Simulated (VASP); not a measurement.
Input of a VASP 6.6.1 run:

File INCAR:

```
SYSTEM = Zn3CdF4
ALGO = Normal
EDIFF = 1E-6
ENCUT = 520
GGA = PE
ISIF = 2
ISMEAR = 0
LASPH = .True.
LCHARG = .False.
LREAL = .False.
LWAVE = .False.
NBANDS = 48
NELM = 100
PREC = Accurate
SIGMA = 0.1
```

Contents of KPOINTS:

```
k-points
0
Gamma
  8 8 8
  0 0 0
```

File POSCAR:

```
Zn3CdF4
1.0
    4.9503517197      0.0000000000      0.0000000000
    0.0000000000      4.9503517197      0.0000000000
    0.0000000000      0.0000000000      4.9503517197
Zn Cd F
3 1 4
Direct
    0.5000000000      0.5000000000      0.0000000000
    0.5000000000      0.0000000000      0.5000000000
    0.0000000000      0.5000000000      0.5000000000
    0.0000000000      0.0000000000      0.0000000000
    0.5000000000      0.5000000000      0.5000000000
    0.0000000000      0.0000000000      0.5000000000
    0.0000000000      0.5000000000      0.0000000000
    0.5000000000      0.0000000000      0.0000000000
```

Potentials or basis: VASP PAW PBE potentials, release 64 (Zn, Cd, F).

The run is started by

```sh
$ cat potpaw_PBE.64/Zn/POTCAR potpaw_PBE.64/Cd/POTCAR potpaw_PBE.64/F/POTCAR > POTCAR
$ mpirun -np 1 vasp_std > vasp.out
```

Task: What does it give for the pressure?

Result: 0.0 GPa.

Task: Estimate the band gap on the k mesh.

Result: Zero (bands 38 and 39 overlap by 1.48 eV).
